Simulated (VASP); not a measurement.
Write the native input for VASP 6.6.1 that does the following.

```
Task                   : relaxation of cell and atoms
Functional             : BLYP
Dispersion             : D3(BJ)
Potentials or basis    : VASP PAW PBE potentials, release 64 (W_sv, Si)
Cutoff                 : 600 eV
k mesh                 : 12 × 12 × 12
Occupations            : fermi-dirac, width 0.05 eV
Spin                   : no spin polarisation
Dipole correction      : no
Further INCAR settings : ALGO = Normal; EDIFF = 1e-06; IBRION = 2; EDIFFG = -0.01; NSW = 60; ISIF = 3
```

The structure of Si2W lies in POSCAR:

```
Si2W
1.0
   -1.6069000000      1.6069000000      3.9149500000
    1.6069000000     -1.6069000000      3.9149500000
    1.6069000000      1.6069000000     -3.9149500000
W Si
1 2
Direct
    0.0000000000      0.0000000000      0.0000000000
    0.6653000000      0.6653000000      0.0000000000
    0.3347000000      0.3347000000      0.0000000000
```

One way to write it, as run:

INCAR

```
SYSTEM = Si2W
AGGAC    = 1.0          
AGGAX    = 1.0          
ALDAC    = 0.0          
ALDAX    = 1.0          
ALGO     = Normal         ! electronic algorithm
EDIFF    = 1E-6           ! SCF threshold, eV
EDIFFG   = -0.01          ! ionic threshold
ENCUT    = 600            ! plane-wave cutoff, eV
GGA      = B5             ! functional
IBRION   = 2              ! ionic algorithm
ISIF     = 3              ! what is computed and relaxed
ISMEAR   = -1             ! smearing method
IVDW     = 12             ! dispersion correction
LASPH    = .True.         ! aspherical terms in the spheres
LCHARG   = .False.        ! write CHGCAR
LREAL    = .False.        ! projectors in reciprocal space
LWAVE    = .False.        ! write WAVECAR
NELM     = 80             ! most SCF steps
NSW      = 60             ! ionic steps
PREC     = Accurate       ! precision mode
SIGMA    = 0.05           ! smearing width, eV
VDW_A1   = 0.4298       
VDW_A2   = 4.2359       
VDW_S6   = 1.0          
VDW_S8   = 2.6996
```

KPOINTS

```
k-points
0
Gamma
  12 12 12
  0 0 0
```

Potentials or basis: VASP PAW PBE potentials, release 64 (W_sv, Si).

Run with:

```bash
$ cat potpaw_PBE.64/W_sv/POTCAR potpaw_PBE.64/Si/POTCAR > POTCAR
$ mpirun -np 1 vasp_std > vasp.out
```

Results of the run:

The relaxed volume is 13.30 Å³/atom and the relaxed cell is a = 4.504 Å, b = 4.504 Å, c = 4.504 Å, α = 138.37°, β = 138.37°, γ = 60.33°. The space group after relaxing (to 0.1 Å) is I4/mmm (No. 139) and the energy gained by relaxing is 1.7 meV/atom. The ionic steps are 5, the pressure after relaxing is 0.0 GPa and the largest force after relaxing is 0.004 eV/Å. The band gap on the k mesh is zero (bands 11 and 12 overlap by 1.30 eV). The dispersion energy per atom is -1.343 eV.

Caveat: the PAW data sets were made with another functional, which shifts forces and pressure a little; spin-orbit coupling is left out, which moves the levels of the heavy elements.

It took 3.2 min on 1 thread of Intel(R) Xeon(R) 6975P-C (Granite Rapids) (shared host), peak memory 0.3 GiB.
